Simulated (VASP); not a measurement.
# Ga3AsN2 in VASP: a series of runs

Ga3AsN2 is run at these levels: PBE; tasks: relaxation of cell and atoms, single point.

Everything below comes from runs of VASP 6.6.1. Logs are shortened: lines on timing, memory, paths and dates and some standing lists are left out, and cuts for length are marked.

## Step 1: The cell of the first run

It takes space group P-3m1 (No. 164, trigonal). The conventional cell has a = 3.613 Å, b = 3.613 Å, c = 8.851 Å, α = 90.00°, β = 90.00°, γ = 120.00°. Within 3.4 Å of Ga (site symmetry 3m) lie 3 N at 2.56 Å and 3 As at 2.56 Å. Within 3.4 Å of Ga (site symmetry -3m) lie 6 N at 2.56 Å. As (site symmetry -3m) has 6 Ga at 2.56 Å within 3.4 Å. Within 3.4 Å of N (site symmetry 3m) lie 6 Ga at 2.56 Å.

## Step 2: Relaxation of cell and atoms, PBE

Contents of INCAR:

```
SYSTEM = Ga3AsN2
ALGO = Normal
EDIFF = 1E-7
EDIFFG = -0.04
ENCUT = 600
GGA = PE
IBRION = 2
ISIF = 3
ISMEAR = 0
LASPH = .TRUE.
LCHARG = .FALSE.
LREAL = .FALSE.
LWAVE = .FALSE.
NELM = 60
NSW = 90
PREC = Accurate
SIGMA = 0.1
```

Contents of KPOINTS:

```
k-points
0
G
  6 6 2
  0 0 0
```

Contents of POSCAR:

```
Ga3AsN2
1.0
    3.6134746900      0.0000000000      0.0000000000
   -1.8067373500      3.1293608800      0.0000000000
    0.0000000000      0.0000000000      8.8511692000
Ga As N
3 1 2
Direct
    0.6666666700      0.3333333300      0.8333333300
    0.0000000000      0.0000000000      0.5000000000
    0.3333333300      0.6666666700      0.1666666700
    0.0000000000      0.0000000000      0.0000000000
    0.3333333300      0.6666666700      0.6666666700
    0.6666666700      0.3333333300      0.3333333300
```

Potentials or basis: VASP PAW PBE potentials, release 64 (Ga_d, As, N).

Started as:

```bash
> cat potpaw_PBE.64/Ga_d/POTCAR potpaw_PBE.64/As/POTCAR potpaw_PBE.64/N/POTCAR > POTCAR
> mpirun -np 1 vasp_std > vasp.out
```

OUTCAR:

```text
SYSTEM = Ga3AsN2
   EDIFF = 1E-7
   EDIFFG = -0.04
   ENCUT = 600
   GGA = PE
   IBRION = 2
   ISIF = 3
   ISMEAR = 0
   LASPH = .TRUE.
   LREAL = .FALSE.
   NELM = 60
   NSW = 90
   PREC = Accurate

 ion  position               nearest neighbor table
   1  0.667  0.333  0.833-   4 2.56   4 2.56   4 2.56
   2  0.000  0.000  0.500-
   3  0.333  0.667  0.167-   4 2.56   4 2.56   4 2.56
   4  0.000  0.000  0.000-   1 2.56   3 2.56   1 2.56   3 2.56   1 2.56   3 2.56
   5  0.333  0.667  0.667-
   6  0.667  0.333  0.333-

  LATTYP: Found a hexagonal cell.
 ALAT       =     3.6134746900
 C/A-ratio  =     2.4494897458

  Lattice vectors:

 A1 = (   3.6134746900,   0.0000000000,   0.0000000000)
 A2 = (  -1.8067373500,   3.1293608800,   0.0000000000)
 A3 = (   0.0000000000,   0.0000000000,   8.8511692000)

Analysis of symmetry for initial positions (statically):
=====================================================================
 Subroutine PRICEL returns:
 Original cell was already a primitive cell.

 Routine SETGRP: Setting up the symmetry group for a
 hexagonal supercell.

 Subroutine GETGRP returns: Found 12 space group operations
 (whereof 12 operations were pure point group operations)
 out of a pool of 24 trial point group operations.

The static configuration has the point symmetry D_3d.

Analysis of symmetry for dynamics (positions and initial velocities):
=====================================================================
 Subroutine PRICEL returns:
 Original cell was already a primitive cell.

 Routine SETGRP: Setting up the symmetry group for a
 hexagonal supercell.

 Subroutine GETGRP returns: Found 12 space group operations
 (whereof 12 operations were pure point group operations)
 out of a pool of 24 trial point group operations.

The dynamic configuration has the point symmetry D_3d.

 Subroutine INISYM returns: Found 12 space group operations
 (whereof 12 operations are pure point group operations),
 and found     1 'primitive' translations

----------------------------------------------------------------------------------------

                                     Primitive cell

[... 85 lines left out ...]
   ENCUT  =  600.0 eV  44.10 Ry    6.64 a.u.   7.22  7.22 17.68*2*pi/ulx,y,z
   NELM   =     60;   NELMIN=  2; NELMDL= -5     # of ELM steps
   EDIFF  = 0.1E-06   stopping-criterion for ELM
   LREAL  =      F    real-space projection
   EDIFFG = -.4E-01   stopping-criterion for IOM
   NSW    =     90    number of steps for IOM
   IBRION =      2    ionic relax: 0-MD 1-quasi-New 2-CG
   NFREE  =      1    steps in history (QN), initial steepest desc. (CG)
   ISIF   =      3    stress and relaxation
   ISYM   =      2    0-nonsym 1-usesym 2-fastsym
   POTIM  = 0.5000    time-step for ionic-motion
   TEBEG  =    0.0;   TEEND  =   0.0 temperature during run
   PSTRESS=    0.0 pullay stress
   NELECT =      54.0000    total number of electrons
   NUPDOWN=      -1.0000    fix difference up-down
   EMIN   =  10.00;   EMAX   =-10.00  energy-range for DOS
   EFERMI =   0.00;   METHOD = LEGACY
   ISMEAR =     0;   SIGMA  =   0.10  broadening in eV -4-tet -1-fermi 0-gaus
   EFERMI_NEDOS =   21; number of points for ismear=-14 and -15
   IALGO  =     38    algorithm
   IMIX   =      4    mixing-type and parameters
     AMIX     =   0.40;   BMIX     =  1.00
     AMIX_MAG =   1.60;   BMIX_MAG =  1.00
  volume/ion in A,a.u.               =      16.68       112.57
  Fermi-wavevector in a.u.,A,eV,Ry     =   1.332741  2.518515 24.166636  1.776198
  Thomas-Fermi vector in A             =   2.461652
   LORBIT       =      0    0 simple, 1 ext, 2 COOP (PROOUT), +10 PAW based schemes
   GGA     = PE    functional components
   LHFCALC =     F    Hartree Fock is set to
   AEXX    =    0.0000 exact exchange contribution
   IVDW    =     0    specifies the selected vdW correction
   LEPSILON=     F    determine dielectric tensor
   LRPA    =     F    only Hartree local field effects (RPA)
 conjugate gradient relaxation of ions
 non-spin polarized calculation
 Gauss-broadening in eV      SIGMA  =   0.10
  energy-cutoff  :      600.00
  volume of cell :      100.09
 maximum number of plane-waves:      3375
 NGX is ok and might be reduce to    30

--------------------------------------- Ionic step        1  -------------------------------------------

 number of electron      53.9999962 magnetization

 Free energy of the ion-electron system (eV)
  ---------------------------------------------------
  ext. energy  EPLUGINS =         0.00000000
  ---------------------------------------------------
  free energy    TOTEN  =       -25.52025682 eV

  energy without entropy =      -25.49720750  energy(sigma->0) =      -25.50873216

------------------------ aborting loop because EDIFF is reached ----------------------------------------

  FORCE on cell =-STRESS in cart. coord.  units (eV):
  Direction    XX          YY          ZZ          XY          YZ          ZX
  --------------------------------------------------------------------------------------
  -------------------------------------------------------------------------------------
  Total       -8.6336090     -8.6336091     -8.7677475      0.0000000      0.0000000     -0.0000000
  in kB     -138.2043307   -138.2043309   -140.3515804      0.0000002      0.0000000     -0.0000000
  external PRESSURE =    -138.9200807 kB  Pullay stress =       0.0000000 kB
[... 101 lines left out ...]
  FREE ENERGIE OF THE ION-ELECTRON SYSTEM (eV)
  ---------------------------------------------------
  free  energy   TOTEN  =       -27.7346367289 eV

  energy  without entropy=      -27.7255633943  energy(sigma->0) =      -27.73010006

[... ionic steps 4 to 11 ...]

--------------------------------------- Ionic step       12  -------------------------------------------

 number of electron      54.0000013 magnetization

------------------------ aborting loop because EDIFF is reached ----------------------------------------
[... 75 lines left out ...]
--------------------------------------- Ionic step       14  -------------------------------------------

 number of electron      54.0000014 magnetization

 Free energy of the ion-electron system (eV)
  ---------------------------------------------------
  ext. energy  EPLUGINS =         0.00000000
  ---------------------------------------------------
  free energy    TOTEN  =       -28.97878887 eV

  energy without entropy =      -28.97814912  energy(sigma->0) =      -28.97846899

 E-fermi :   7.4574     XC(G=0): -11.8226

 val. band max:        7.2918011698   @ k =   0.3333  -0.0000   0.5000
 cond. band min:       7.6361285345   @ k =   0.3333   0.3333   0.0000
 fundamental gap:      0.3443273647
 Fermi energy:         7.4573897711

 k-point     1 :       0.0000    0.0000    0.0000
  band No.  band energies     occupation
      1      -9.7199      2.00000
      2      -8.6689      2.00000
      3      -8.0354      2.00000
      4      -8.0176      2.00000
      5      -8.0176      2.00000
      6      -7.9453      2.00000
[... 512 lines left out ...]
  FREE ENERGIE OF THE ION-ELECTRON SYSTEM (eV)
  ---------------------------------------------------
  free  energy   TOTEN  =       -28.9787888651 eV

  energy  without entropy=      -28.9781491159  energy(sigma->0) =      -28.97846899

 reached required accuracy - stopping structural energy minimisation
```

OSZICAR:

```text
N       E                     dE             d eps       ncg     rms          rms(c)
DAV:   1     0.477269791459E+03    0.47727E+03   -0.28644E+04   936   0.295E+03
DAV:   2     0.485577686948E+02   -0.42871E+03   -0.41883E+03   936   0.651E+02
DAV:   3    -0.236745873427E+02   -0.72232E+02   -0.70105E+02  1080   0.182E+02
[... 159 lines left out ...]
DAV:   3    -0.289787824560E+02    0.26968E-03   -0.33714E-04  1128   0.368E-01    0.165E-02
DAV:   4    -0.289787868181E+02   -0.43621E-05   -0.10502E-04  1016   0.173E-01    0.446E-03
DAV:   5    -0.289787890185E+02   -0.22005E-05   -0.25023E-05  1144   0.460E-02    0.299E-03
DAV:   6    -0.289787888584E+02    0.16018E-06   -0.10441E-06  1048   0.480E-02    0.909E-04
DAV:   7    -0.289787888651E+02   -0.67575E-08   -0.33842E-07   784   0.142E-02
  14 F= -.28978789E+02 E0= -.28978469E+02  d E =-.480841E-03
```

Run time: 6.7 min. Hardware: 1 thread of Intel Xeon 6975P-C (Granite Rapids), shared host; peak memory 0.28 GiB.

Results:

| Property | Result |
| --- | --- |
| Free energy | -28.9788 eV |
| Relaxed volume | 13.04 Å³/atom |
| Relaxed cell | a = 3.202 Å, b = 3.202 Å, c = 8.811 Å, α = 90.00°, β = 90.00°, γ = 120.00° |
| Space group after relaxing (to 0.05 Å) | P-3m1 (No. 164) |
| Energy gained by relaxing | 576.4 meV/atom |
| Ionic steps | 14 |
| Pressure after relaxing | 0.0 GPa |
| Largest force after relaxing | 0.013 eV/Å |
| Band gap on the k mesh | zero (band 27 reaches 8.92 eV, above the bottom of band 28 at 6.97 eV) |

Forces on the atoms (eV/Å):
```
Ga   0.000  0.000  0.013
Ga   0.000  0.000  0.000
Ga   0.000  0.000 -0.013
As   0.000  0.000  0.000
N    0.000  0.000 -0.009
N    0.000  0.000  0.009
```

Stress tensor (GPa, compression positive):
```
-0.16  0.00  0.00
 0.00 -0.16  0.00
 0.00  0.00  0.18
```

The path:
| step | energy change (eV) | largest force (eV/Å) | pressure (GPa) | volume (Å³) |
| --- | --- | --- | --- | --- |
| 1 | 0.0000 | 2.8108 | -13.89 | 100.09 |
| 2 | -2.0140 | 3.2122 | -2.44 | 80.56 |
| 3 | -2.2144 | 2.8632 | 9.52 | 73.42 |
| 4 | -2.9833 | 0.8869 | 13.35 | 71.69 |
| 5 | -2.9834 | 0.8850 | 13.33 | 71.71 |
| 6 | -3.3281 | 0.2547 | -6.51 | 82.92 |
| 7 | -3.3833 | 0.2442 | -2.09 | 79.53 |
| 8 | -3.4411 | 0.2093 | -0.77 | 78.70 |
| 9 | -3.4455 | 0.2024 | -0.27 | 78.41 |
| 10 | -3.4516 | 0.1732 | 0.25 | 78.09 |
| 11 | -3.4543 | 0.1274 | 0.96 | 77.67 |
| 12 | -3.4575 | 0.0574 | 0.36 | 78.01 |
| 13 | -3.4581 | 0.0413 | -0.02 | 78.22 |
| 14 | -3.4585 | 0.0133 | -0.05 | 78.22 |

Final structure:
```
CELL_PARAMETERS angstrom
3.20172 0.00000 0.00000
-1.60086 2.77277 0.00000
0.00000 0.00000 8.81055
ATOMIC_POSITIONS crystal
Ga 0.66667 0.33333 0.77372
Ga 0.00000 0.00000 0.50000
Ga 0.33333 0.66667 0.22628
As 0.00000 0.00000 0.00000
N 0.33333 0.66667 0.64645
N 0.66667 0.33333 0.35355
```

Caveat: the volume moved by over 15 % at a fixed basis, so the end points are rough.

## Step 3: Single point, PBE

This run uses another cell than the first one: it holds 12 atoms, not 6.

Contents of INCAR:

```
PREC = Accurate
ENCUT = 520
EDIFF = 1E-6
ISMEAR = 0
SIGMA = 0.2
LREAL = F
LASPH = T
NELM = 60
ALGO = Normal
ISIF = 2
LWAVE = F
LCHARG = F
GGA = PE
NBANDS = 66
```

Contents of KPOINTS:

```
regular mesh
0
Gamma
  6 6 2
```

Contents of POSCAR:

```
Ga3AsN2
1.0
    3.1928911766      0.0015069498     -0.0019405676
   -1.5951606551      2.7631069126      0.0012724948
   -0.0116915701      0.0024762346     17.6453732119
Ga As N
6 2 4
Direct
    0.6666706348      0.3328706610      0.3870331947
    0.6676231472      0.3339789914      0.8869939643
    0.0066906752      1.0036492502      0.2499711867
    0.0044609443      0.0033743984      0.7499528069
    0.3342288310      0.6672208499      0.1129307993
    0.3344224451      0.6678380972      0.6129274989
   -0.0011409782      0.9992288723      0.4999968805
   -0.0007937704     -0.0004796547     -0.0000072743
    0.3279977901      0.6633627977      0.3227479455
    0.3310720014      0.6653898352      0.8227172877
    0.6633350154      0.3310123187      0.1773601873
    0.6654332640      0.3325535827      0.6773755226
```

Potentials or basis: VASP PAW PBE potentials, release 64 (Ga_d, As, N).

Started as:

```bash
> cat potpaw_PBE.64/Ga_d/POTCAR potpaw_PBE.64/As/POTCAR potpaw_PBE.64/N/POTCAR > POTCAR
> mpirun -np 1 vasp_std > vasp.out
```

It took 4.8 min on 1 thread of Intel Xeon 6975P-C (Granite Rapids), shared host; peak memory 0.46 GiB.

It converged, with:

- Free energy: -57.9425 eV
- Pressure: 0.3 GPa
- Largest force: 0.024 eV/Å
- Band gap on the k mesh: zero (band 54 reaches 9.02 eV, above the bottom of band 55 at 6.91 eV)

Forces in eV/Å, atoms in the order of the input:
```
Ga  -0.001  0.000  0.021
Ga  -0.001 -0.001  0.024
Ga  -0.006 -0.004  0.000
Ga  -0.003 -0.003  0.001
Ga   0.000  0.000 -0.022
Ga   0.000  0.000 -0.021
As   0.000  0.000  0.001
As   0.000  0.000  0.000
N    0.005  0.003 -0.009
N    0.002  0.002 -0.009
N    0.002  0.002  0.008
N    0.001  0.001  0.007
```

Levels at points of the mesh, in eV from the Fermi level:
| k point | band 52 | band 53 | band 54 | band 55 | band 56 | band 57 |
| --- | --- | --- | --- | --- | --- | --- |
| (0.00, 0.00, 0.00) | 0.32 | 0.49 | 1.42 | 2.70 | 2.71 | 2.71 |
| (0.50, 0.00, 0.00) | -2.73 | -1.91 | -1.15 | -0.55 | 0.30 | 0.41 |
| (0.00, 0.50, 0.00) | -2.73 | -1.91 | -1.15 | -0.55 | 0.29 | 0.39 |
| (0.50, 0.50, 0.00) | -2.73 | -1.91 | -1.16 | -0.56 | 0.29 | 0.39 |
| (0.00, 0.00, 0.50) | -0.77 | 1.18 | 1.18 | 2.70 | 2.70 | 2.71 |
| (0.50, 0.00, 0.50) | -2.52 | -1.92 | -1.91 | 0.31 | 0.32 | 0.36 |
| (0.00, 0.50, 0.50) | -2.53 | -1.91 | -1.90 | 0.30 | 0.31 | 0.34 |
| (0.50, 0.50, 0.50) | -2.53 | -1.91 | -1.91 | 0.30 | 0.30 | 0.34 |

Caveat: the k points lie up to 0.38 Å⁻¹ apart.

(Part 1 of 2 ends here.)
